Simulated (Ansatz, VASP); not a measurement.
TiAl3 in VASP and in Ansatz

The input INCAR:

```
SYSTEM = TiAl3
ALGO = Normal
EDIFF = 1E-7
ENCUT = 520
GGA = PS
ISIF = 2
ISMEAR = 0
LASPH = .TRUE.
LCHARG = .TRUE.
LELF = .TRUE.
LREAL = .FALSE.
LVHAR = .TRUE.
LWAVE = .FALSE.
NBANDS = 18
NELM = 100
PREC = Accurate
SIGMA = 0.1
```

Contents of KPOINTS:

```
k-points
0
G
  4 2 2
  0 0 0
```

POSCAR

```
TiAl3
1.0
    2.8116683263     -0.0196588470     -0.0186566057
   -0.0324080002      4.6421640465     -0.0100864170
   -0.0321977504     -0.0105593121      4.9349421324
Ti Al
1 3
Direct
   -0.0267402667      0.4885473599      0.1760357973
    0.5033607929      0.5236931408      0.6745434641
    0.4735485346      0.0418715234      0.3082792194
    0.0048113747     -0.0030813399      0.8463180768
```

Input for Ansatz:

```yaml
crystal:
  lattice:
    - [2.8116683263, -0.019658847, -0.0186566057]
    - [-0.0324080002, 4.6421640465, -0.010086417]
    - [-0.0321977504, -0.0105593121, 4.9349421324]
  atoms:
    - { symbol: Ti, position: [-0.0267402667, 0.4885473599, 0.1760357973] }
    - { symbol: Al, position: [0.5033607929, 0.5236931408, 0.6745434641] }
    - { symbol: Al, position: [0.4735485346, 0.0418715234, 0.3082792194] }
    - { symbol: Al, position: [0.0048113747, -0.0030813399, 0.8463180768] }
basis:
  ecutwfc: 420
kpoints:
  mp_grid: { grid: [4, 2, 2] }
hamiltonian:
  xc: pbesol
scf:
  occupations: { method: gaussian, width: 0.1 }
output:
  forces: true
  stress: true
  eigenvalues: true
```

Change from the starting cell: kmesh displaced: [4, 2, 2] Gamma-centred.

Alike in both runs: task single point; functional PBEsol; k mesh 4 × 2 × 2; occupations gaussian, width 0.1 eV; no spin polarisation.

```csv
,VASP,Ansatz
version,VASP 6.6.1,Ansatz 0.2.0
potentials or method,"VASP PAW PBE potentials, release 64 (Ti_sv, Al), cutoff 520 eV","scalar-relativistic, plane waves, PAW"
valence electrons in the cell,21,21
```

|  | VASP | Ansatz | Ansatz less VASP |
| --- | --- | --- | --- |
| gap on the k mesh at the Fermi level (eV) | none | none | - |
| pressure (GPa) | 1.3 | 1.3 | -0.04 |
| traceless stress, the component that is largest in VASP (GPa) | 5.41 | 5.39 | -0.022 |
| rms of the force components (eV/Å) | 0.771 | 0.768 | -0.0029 |

VASP's potentials were made for PBE, not for PBEsol. Atom by atom the forces differ by 0.003 eV/Å (rms over components). A gap of «none» marks a metal or a gap that the smearing closes.

The k mesh is coarse, so the values compare programs but aren't converged.
